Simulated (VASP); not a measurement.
# BiO5 (P6/mmm) in VASP: further runs

The runs below take BiO5 through single point, with PBE.

All numbers are computed with VASP 6.6.1; they aren't measurements. Logs are shortened: lines on timing, memory, paths and dates and some standing lists are left out, and cuts for length are marked.

**1. The cell of the first run**

Symmetry: P6/mmm, No. 191, hexagonal system. Conventional cell: a = 3.877 Å, b = 3.877 Å, c = 5.882 Å, α = 90.00°, β = 90.00°, γ = 120.00°. Within 3.0 Å of Bi (site symmetry 6/mmm) lie 6 O at 2.24 Å. O (site symmetry -6m2) has 3 O at 2.24 Å and 3 Bi at 2.24 Å within 3.0 Å. O (site symmetry mmm) has 4 O at 1.94 Å within 2.6 Å.

**2. Single point, PBE**

Input file INCAR:

```
  ALGO = Normal
  EDIFF = 1E-6
  ENCUT = 520
  GGA = PE
  ISIF = 2
  ISMEAR = 0
  LASPH = T
  LCHARG = F
  LREAL = F
  LWAVE = F
  NBANDS = 32
  NELM = 100
  PREC = Accurate
  SIGMA = 0.1
```

Input file KPOINTS:

```
k-points
0
Gamma
  6 6 4
```

Input file POSCAR:

```
BiO5
1.0
    3.8771723152      0.0000000000      0.0000000000
   -1.9385861576      3.3577297198      0.0000000000
    0.0000000000      0.0000000000      5.8815054693
Bi O
1 5
Direct
    0.0000000000      0.0000000000      0.0000000000
    0.3333333333      0.6666666667      0.0000000000
    0.6666666667      0.3333333333      0.0000000000
    0.5000000000      0.0000000000      0.5000000000
    0.5000000000      0.5000000000      0.5000000000
    0.0000000000      0.5000000000      0.5000000000
```

Potentials or basis: VASP PAW PBE potentials, release 64 (Bi_d, O).

Run with:

```bash
$ cat potpaw_PBE.64/Bi_d/POTCAR potpaw_PBE.64/O/POTCAR > POTCAR
$ mpirun -np 1 vasp_std > vasp.out
```

OUTCAR:

```text
EDIFF = 1E-6
   ENCUT = 520
   GGA = PE
   ISIF = 2
   ISMEAR = 0
   LASPH = T
   LREAL = F
   NELM = 100
   PREC = Accurate

 ion  position               nearest neighbor table
   1  0.000  0.000  0.000-   2 2.24   3 2.24   2 2.24   3 2.24   3 2.24   2 2.24
   2  0.333  0.667  0.000-   1 2.24   1 2.24   1 2.24
   3  0.667  0.333  0.000-   1 2.24   1 2.24   1 2.24
   4  0.500  0.000  0.500-   5 1.94   6 1.94   5 1.94   6 1.94
   5  0.500  0.500  0.500-   4 1.94   4 1.94   6 1.94   6 1.94
   6  0.000  0.500  0.500-   4 1.94   4 1.94   5 1.94   5 1.94

  LATTYP: Found a hexagonal cell.
 ALAT       =     3.8771723152
 C/A-ratio  =     1.5169574605

  Lattice vectors:

 A1 = (   3.8771723152,   0.0000000000,   0.0000000000)
 A2 = (  -1.9385861576,   3.3577297198,   0.0000000000)
 A3 = (   0.0000000000,   0.0000000000,   5.8815054693)

Analysis of symmetry for initial positions (statically):
=====================================================================
 Subroutine PRICEL returns:
 Original cell was already a primitive cell.

 Routine SETGRP: Setting up the symmetry group for a
 hexagonal supercell.

 Subroutine GETGRP returns: Found 24 space group operations
 (whereof 24 operations were pure point group operations)
 out of a pool of 24 trial point group operations.

The static configuration has the point symmetry D_6h.

Analysis of symmetry for dynamics (positions and initial velocities):
=====================================================================
 Subroutine PRICEL returns:
 Original cell was already a primitive cell.

 Routine SETGRP: Setting up the symmetry group for a
 hexagonal supercell.

 Subroutine GETGRP returns: Found 24 space group operations
 (whereof 24 operations were pure point group operations)
 out of a pool of 24 trial point group operations.

The dynamic configuration has the point symmetry D_6h.

 Subroutine INISYM returns: Found 24 space group operations
 (whereof 24 operations are pure point group operations),
 and found     1 'primitive' translations

----------------------------------------------------------------------------------------

                                     Primitive cell

  volume of cell :      76.5684

  direct lattice vectors                    reciprocal lattice vectors
     3.877172315  0.000000000  0.000000000     0.257919927  0.148910139  0.000000000
    -1.938586158  3.357729720  0.000000000     0.000000000  0.297820278  0.000000000
     0.000000000  0.000000000  5.881505469     0.000000000  0.000000000  0.170024495

  length of vectors
     3.877172315  3.877172315  5.881505469     0.297820278  0.297820278  0.170024495

  position of ions in fractional coordinates (direct lattice)
     0.000000000  0.000000000  0.000000000
     0.333333333  0.666666667  0.000000000
     0.666666667  0.333333333  0.000000000
     0.500000000  0.000000000  0.500000000
     0.500000000  0.500000000  0.500000000
     0.000000000  0.500000000  0.500000000

  ion indices of the primitive-cell ions
   primitive index   ion index
                 1           1
                 2           2
                 3           3
                 4           4
                 5           5
                 6           6

----------------------------------------------------------------------------------------

 KPOINTS: k-points

Automatic generation of k-mesh.
 Grid dimensions read from file:
 generate k-points for:    6    6    4

 Generating k-lattice:

  Cartesian coordinates                     Fractional coordinates (reciprocal lattice)
     0.042986654  0.024818357  0.000000000     0.166666667  0.000000000  0.000000000
     0.000000000  0.049636713  0.000000000     0.000000000  0.166666667  0.000000000
     0.000000000  0.000000000  0.042506124     0.000000000  0.000000000  0.250000000

  Length of vectors
     0.049636713  0.049636713  0.042506124

  Shift w.r.t. Gamma in fractional coordinates (k-lattice)
     0.000000000  0.000000000  0.000000000

 Subroutine IBZKPT returns following result:
 ===========================================

 Found     21 irreducible k-points:

 Following reciprocal coordinates:
            Coordinates               Weight
  0.000000  0.000000  0.000000      1.000000
  0.166667  0.000000  0.000000      6.000000
  0.333333  0.000000  0.000000      6.000000
  0.500000  0.000000  0.000000      3.000000
  0.166667  0.166667  0.000000      6.000000
  0.333333  0.166667  0.000000     12.000000
[... 13 lines left out ...]
  0.333333  0.166667  0.500000     12.000000
  0.333333  0.333333  0.500000      2.000000
   k-points           NKPTS =     21   k-points in BZ     NKDIM =     21   number of bands    NBANDS=     32
   number of dos      NEDOS =    301   number of ions     NIONS =      6
   total plane-waves  NPLWV =  43200
   dimension x,y,z NGX =    30 NGY =   30 NGZ =   48
   dimension x,y,z NGXF=    60 NGYF=   60 NGZF=   96
   ions per type =               1   5
   NGX,Y,Z   is equivalent  to a cutoff of  12.86, 12.86, 13.57 a.u.
   NGXF,Y,Z  is equivalent  to a cutoff of  25.73, 25.73, 27.14 a.u.
 SYSTEM =  unknown system
   PREC   = accura    normal or accurate (medium, high low for compatibility)
   ISTART =      0    job   : 0-new  1-cont  2-samecut
   ICHARG =      2    charge: 1-file 2-atom 10-const
   ISPIN  =      1    spin polarized calculation?
   LNONCOLLINEAR =      F non collinear calculations
   LSORBIT =      F    spin-orbit coupling
   LASPH  =      T    aspherical Exc in radial PAW
   ENCUT  =  520.0 eV  38.22 Ry    6.18 a.u.   7.21  7.21 10.94*2*pi/ulx,y,z
   NELM   =    100;   NELMIN=  2; NELMDL= -5     # of ELM steps
   EDIFF  = 0.1E-05   stopping-criterion for ELM
   LREAL  =      F    real-space projection
   EDIFFG = 0.1E-04   stopping-criterion for IOM
   NSW    =      0    number of steps for IOM
   IBRION =     -1    ionic relax: 0-MD 1-quasi-New 2-CG
   NFREE  =      0    steps in history (QN), initial steepest desc. (CG)
   ISIF   =      2    stress and relaxation
   ISYM   =      2    0-nonsym 1-usesym 2-fastsym
   POTIM  = 0.5000    time-step for ionic-motion
   TEBEG  =    0.0;   TEEND  =   0.0 temperature during run
   PSTRESS=    0.0 pullay stress
   NELECT =      45.0000    total number of electrons
   NUPDOWN=      -1.0000    fix difference up-down
   EMIN   =  10.00;   EMAX   =-10.00  energy-range for DOS
   EFERMI =   0.00;   METHOD = LEGACY
   ISMEAR =     0;   SIGMA  =   0.10  broadening in eV -4-tet -1-fermi 0-gaus
   EFERMI_NEDOS =   21; number of points for ismear=-14 and -15
   IALGO  =     38    algorithm
   IMIX   =      4    mixing-type and parameters
     AMIX     =   0.40;   BMIX     =  1.00
     AMIX_MAG =   1.60;   BMIX_MAG =  1.00
  volume/ion in A,a.u.               =      12.76        86.12
  Fermi-wavevector in a.u.,A,eV,Ry     =   1.371290  2.591362 25.584878  1.880436
  Thomas-Fermi vector in A             =   2.497000
   LORBIT       =      0    0 simple, 1 ext, 2 COOP (PROOUT), +10 PAW based schemes
   GGA     = PE    functional components
   LHFCALC =     F    Hartree Fock is set to
   AEXX    =    0.0000 exact exchange contribution
   IVDW    =     0    specifies the selected vdW correction
   LEPSILON=     F    determine dielectric tensor
   LRPA    =     F    only Hartree local field effects (RPA)
 non-spin polarized calculation
 Gauss-broadening in eV      SIGMA  =   0.10
  energy-cutoff  :      520.00
  volume of cell :       76.57
 maximum number of plane-waves:      2097
 NGX is ok and might be reduce to    30
   NGX = 15   NGY = 15   NGZ = 21

 number of electron      44.9999983 magnetization

 Free energy of the ion-electron system (eV)
  ---------------------------------------------------
  ext. energy  EPLUGINS =         0.00000000
  ---------------------------------------------------
  free energy    TOTEN  =       -23.89638139 eV

  energy without entropy =      -23.86089854  energy(sigma->0) =      -23.87863996

 E-fermi :   2.9709     XC(G=0): -10.3199

 val. band max:        2.9609988275   @ k =   0.0000   0.0000   0.0000
 cond. band min:       2.9775962412   @ k =   0.1667   0.0000   0.5000
 fundamental gap:      0.0165974137
 Fermi energy:         2.9709021081

 k-point     1 :       0.0000    0.0000    0.0000
  band No.  band energies     occupation
      1     -20.2019      2.00000
      2     -19.7404      2.00000
      3     -19.7404      2.00000
      4     -19.6066      2.00000
      5     -19.6066      2.00000
      6     -17.0053      2.00000
[... 24 lines left out ...]
     31      15.8610      0.00000
     32      17.2107      0.00000

 k-point     2 :       0.1667    0.0000    0.0000
  band No.  band energies     occupation
      1     -20.1369      2.00000
      2     -19.7473      2.00000
      3     -19.7417      2.00000
      4     -19.6561      2.00000
      5     -19.5805      2.00000
      6     -16.7997      2.00000
[... 24 lines left out ...]
     31      16.3263      0.00000
     32      16.3442      0.00000

 k-point     3 :       0.3333    0.0000    0.0000
  band No.  band energies     occupation
      1     -20.0297      2.00000
      2     -19.7609      2.00000
      3     -19.7443      2.00000
      4     -19.7359      2.00000
      5     -19.5275      2.00000
      6     -16.2253      2.00000
[... 24 lines left out ...]
     31      15.8241      0.00000
     32      15.9009      0.00000

 k-point     4 :       0.5000    0.0000    0.0000
  band No.  band energies     occupation
      1     -20.0011      2.00000
      2     -19.7677      2.00000
      3     -19.7529      2.00000
      4     -19.7456      2.00000
      5     -19.5006      2.00000
      6     -15.6994      2.00000
[... 549 lines left out ...]
     31      14.7000      0.00000
     32      15.6622      0.00000

 k-point    20 :       0.3333    0.1667    0.5000
  band No.  band energies     occupation
      1     -19.9652      2.00000
      2     -19.7646      2.00000
      3     -19.7495      2.00000
      4     -19.7466      2.00000
      5     -19.5590      2.00000
      6     -15.6833      2.00000
[... 24 lines left out ...]
     31      14.9590      0.00000
     32      15.1432      0.00000

 k-point    21 :       0.3333    0.3333    0.5000
  band No.  band energies     occupation
      1     -19.9119      2.00000
      2     -19.7591      2.00000
      3     -19.7591      2.00000
      4     -19.6800      2.00000
      5     -19.6800      2.00000
      6     -14.9703      2.00000
[... 24 lines left out ...]
     31      14.6818      0.00000
     32      14.9898      0.00000

------------------------ aborting loop because EDIFF is reached ----------------------------------------

  FORCE on cell =-STRESS in cart. coord.  units (eV):
  Direction    XX          YY          ZZ          XY          YZ          ZX
  --------------------------------------------------------------------------------------
  -------------------------------------------------------------------------------------
  Total        0.1079363      0.1079363      0.0173200      0.0000000      0.0000000     -0.0000000
  in kB        2.2585449      2.2585449      0.3624181      0.0000000      0.0000000     -0.0000000
  external PRESSURE =       1.6265027 kB  Pullay stress =       0.0000000 kB

 VOLUME and BASIS-vectors are now :
 -----------------------------------------------------------------------------
  energy-cutoff  :      520.00
  volume of cell :       76.57
      direct lattice vectors                 reciprocal lattice vectors
     3.877172315  0.000000000  0.000000000     0.257919927  0.148910139  0.000000000
    -1.938586158  3.357729720  0.000000000     0.000000000  0.297820278  0.000000000
     0.000000000  0.000000000  5.881505469     0.000000000  0.000000000  0.170024495

 POSITION                                       TOTAL-FORCE (eV/Angst)
 -----------------------------------------------------------------------------------
      0.00000      0.00000      0.00000         0.000000     -0.000000      0.000000
     -0.00000      2.23849      0.00000        -0.000000      0.000000      0.000000
      1.93859      1.11924      0.00000         0.000000     -0.000000      0.000000
      1.93859      0.00000      2.94075         0.000000     -0.000000      0.000000
      0.96929      1.67886      2.94075         0.000000     -0.000000      0.000000
     -0.96929      1.67886      2.94075         0.000000     -0.000000      0.000000
 -----------------------------------------------------------------------------------
    total drift:                               -0.000000      0.000000      0.000000

  FREE ENERGIE OF THE ION-ELECTRON SYSTEM (eV)
  ---------------------------------------------------
  free  energy   TOTEN  =       -23.8963813902 eV

  energy  without entropy=      -23.8608985378  energy(sigma->0) =      -23.87863996
```

It took 96 s on 1 thread of AMD EPYC 7R43 (Zen 3), shared host; peak memory 0.17 GiB.

Results:

| Property | Result |
| --- | --- |
| Free energy | -23.8964 eV |
| Pressure | 0.2 GPa |

Stress tensor (GPa, compression positive):
```
0.23 0.00 0.00
0.00 0.23 0.00
0.00 0.00 0.04
```

Levels at points of the mesh, in eV from the Fermi level:
| k point | band 20 | band 21 | band 22 | band 23 | band 24 | band 25 | band 26 | band 27 |
| --- | --- | --- | --- | --- | --- | --- | --- | --- |
| (0.00, 0.00, 0.00) | -2.30 | -0.44 | -0.01 | -0.01 | 2.48 | 3.54 | 3.54 | 3.91 |
| (0.50, 0.00, 0.00) | -0.90 | -0.72 | -0.68 | -0.11 | 0.05 | 0.41 | 2.19 | 3.32 |
| (0.00, 0.00, 0.50) | -2.99 | -0.42 | 0.03 | 0.03 | 2.48 | 3.35 | 3.54 | 3.54 |
| (0.50, 0.00, 0.50) | -1.18 | -0.89 | -0.68 | -0.07 | 0.05 | 0.38 | 2.22 | 3.32 |

Caveat: spin-orbit coupling is left out, which moves the levels of the heavy elements; an odd number of electrons without spin polarisation forces a metal; a magnetic or distorted state may lie lower.

[end of part 1 of 2]
